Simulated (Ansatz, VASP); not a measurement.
## CsGe2: VASP beside Ansatz

```
CELL_PARAMETERS angstrom
5.67603 0.00000 0.00000
0.00000 5.67603 0.00000
0.00000 0.00000 5.67603
ATOMIC_POSITIONS crystal
Cs 0.00000 0.00000 0.00000
Cs 0.50000 0.50000 0.50000
Ge 0.25000 0.25000 0.25000
Ge 0.25000 0.75000 0.75000
Ge 0.75000 0.75000 0.25000
Ge 0.75000 0.25000 0.75000
```

Alike in both runs: task single point; functional PBE; k mesh 4 × 4 × 4; occupations gaussian, width 0.1 eV; no spin polarisation.

```csv
,VASP,Ansatz
version,VASP 6.6.1,Ansatz 0.2.0
potentials or method,"VASP PAW PBE potentials, release 64 (Cs_sv, Ge_d), cutoff 520 eV","scalar-relativistic, plane waves, PAW"
valence electrons in the cell,74,74
```

```tsv
	VASP	Ansatz	Ansatz less VASP
gap on the k mesh at the Fermi level (eV)	none	none	-
pressure (GPa)	20.4	19.7	-0.67
```

A gap of «none» marks a metal or a gap that the smearing closes. With one functional, cell and mesh, what is left measures potentials, basis and numerics.

Neither program's run includes spin-orbit coupling.
